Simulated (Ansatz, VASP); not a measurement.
Si16N: VASP beside Ansatz

```
CELL_PARAMETERS angstrom
0.00000 5.43000 5.43000
5.43000 0.00000 5.43000
5.43000 5.43000 0.00000
ATOMIC_POSITIONS crystal
Si 0.97270 0.97323 0.99958
Si 0.13390 0.13548 0.09659
Si 0.00753 0.00867 0.47619
Si 0.12075 0.12146 0.62541
Si 0.97273 0.55492 0.99945
Si 0.16145 0.60587 0.12776
Si 0.01329 0.49409 0.49885
Si 0.12078 0.63321 0.62511
Si 0.55427 0.97316 0.99967
Si 0.60493 0.16033 0.12952
Si 0.49341 0.01272 0.50038
Si 0.63229 0.12138 0.62549
Si 0.51729 0.51537 0.95007
Si 0.60471 0.60581 0.12801
Si 0.49365 0.49400 0.49907
Si 0.64152 0.64117 0.57576
N 0.82491 0.82567 0.02432
```

Alike in both runs: functional PBEsol; k mesh 2 × 2 × 2; occupations fermi-dirac, width 0.05 eV; collinear spin.

Ansatz relaxed the structure, and its values are those at the end. VASP's run is a single point on that final structure, the one shown.

|  | VASP | Ansatz |
| --- | --- | --- |
| version | VASP 6.6.1 | Ansatz 0.2.0 |
| potentials or method | VASP PAW PBE potentials, release 64 (Si, N), cutoff 520 eV | scalar-relativistic, plane waves, PAW |
| valence electrons in the cell | 69 | 69 |

|  | VASP | Ansatz | Ansatz less VASP |
| --- | --- | --- | --- |
| rms of the force components (eV/Å) | 0.024 | 0.024 | +0.0004 |
| net moment per atom (μB) | 0.00 | 0.00 | 0.000 |

VASP's potentials were made for PBE, not for PBEsol, and Ansatz warns of the same on its side. The functional is the same, so the differences come from potentials, cutoffs and numerics. Ansatz's warnings: seeded moment not kept.

The k mesh is coarse, so the values compare programs but aren't converged.
